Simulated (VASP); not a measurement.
**NbSiO4: relaxation of cell and atoms with PBE**

Crystal: NbSiO4.

```xyz
6
Lattice="3.3848 0.0000 0.0000 0.0000 3.3848 0.0000 0.0000 0.0000 4.8851" Properties=species:S:1:pos:R:3 pbc="T T T"
Nb    0.0000    0.0000    2.4425
Si    1.6924    1.6924    0.0000
O     1.6924    0.0000    1.1622
O     1.6924    0.0000    3.7228
O     0.0000    1.6924    3.7228
O     0.0000    1.6924    1.1622
```

The cell was generated, and may not be a known phase.

```yaml
Program: VASP 6.6.1
Task: relaxation of cell and atoms
Functional: PBE
Potentials_or_basis: VASP PAW PBE potentials, release 64 (Nb_sv, Si, O)
Cutoff: 600 eV
k_mesh: 12 × 12 × 8
Occupations: gaussian, width 0.1 eV
Spin: no spin polarisation
Dipole_correction: no
Further_INCAR_settings: ALGO = Normal; EDIFF = 1e-07; IBRION = 2; EDIFFG = -0.01; NSW = 100; ISIF = 3
```

The relaxed volume is 9.31 Å³/atom. The relaxed cell is a = 3.381 Å, b = 3.381 Å, c = 4.887 Å, α = 90.00°, β = 90.00°, γ = 90.00°, the space group after relaxing (to 0.1 Å) is P4/mmm (No. 123) and the energy gained by relaxing is 0.1 meV/atom. The ionic steps are 4 and the pressure after relaxing is 0.0 GPa. The largest force after relaxing is 0.003 eV/Å and the band gap on the k mesh is zero (an odd number of electrons rules out a gap without spin polarisation).

Forces on the atoms (eV/Å):
```
Nb   0.000  0.000  0.000
Si   0.000  0.000  0.000
O    0.000  0.000 -0.003
O    0.000  0.000  0.003
O    0.000  0.000  0.003
O    0.000  0.000 -0.003
```

Stress tensor (GPa, compression positive):
```
 0.00  0.00  0.00
 0.00  0.00  0.00
 0.00  0.00 -0.07
```

Step by step:
```csv
step,energy change (eV),largest force (eV/Å),pressure (GPa),volume (Å³)
1,0.0000,0.0044,-0.49,55.97
2,0.0000,0.0404,0.54,55.73
3,-0.0003,0.0188,0.04,55.85
4,-0.0003,0.0034,-0.02,55.85
```

Final structure:
```
Nb Si O
1.0
     3.38056    0.00000    0.00000
     0.00000    3.38056    0.00000
     0.00000    0.00000    4.88672
Nb Si O
1 1 4
Direct
  0.00000 0.00000 0.50000
  0.50000 0.50000 0.00000
  0.50000 0.00000 0.23777
  0.50000 0.00000 0.76223
  0.00000 0.50000 0.76223
  0.00000 0.50000 0.23777
```

Levels at points of the mesh, in eV from the Fermi level:
| k point | band 17 | band 18 | band 19 | band 20 | band 21 | band 22 | band 23 | band 24 |
| --- | --- | --- | --- | --- | --- | --- | --- | --- |
| (0.00, 0.00, 0.00) | -3.05 | -2.88 | -2.88 | -2.03 | -1.96 | 0.43 | 1.71 | 4.06 |
| (0.50, 0.00, 0.00) | -4.75 | -4.14 | -3.76 | -2.49 | 0.43 | 0.46 | 2.55 | 2.73 |
| (0.50, 0.50, 0.00) | -3.66 | -2.48 | -2.37 | -1.92 | -1.69 | 1.28 | 3.74 | 3.74 |
| (0.00, 0.00, 0.50) | -3.84 | -3.84 | -2.42 | -2.42 | 0.23 | 0.45 | 0.77 | 3.79 |
| (0.50, 0.00, 0.50) | -4.73 | -4.40 | -4.31 | -4.03 | 0.65 | 1.09 | 3.13 | 3.75 |
| (0.50, 0.50, 0.50) | -3.67 | -2.33 | -2.19 | -1.87 | -0.08 | 1.32 | 2.36 | 3.12 |

Wall time 4.2 min on 1 thread of AMD EPYC 9R45 96-Core Processor (Zen 5), with other jobs on the host, peak memory 0.32 GiB.

Caveat: an odd number of electrons without spin polarisation forces a metal; a magnetic or distorted state may lie lower.
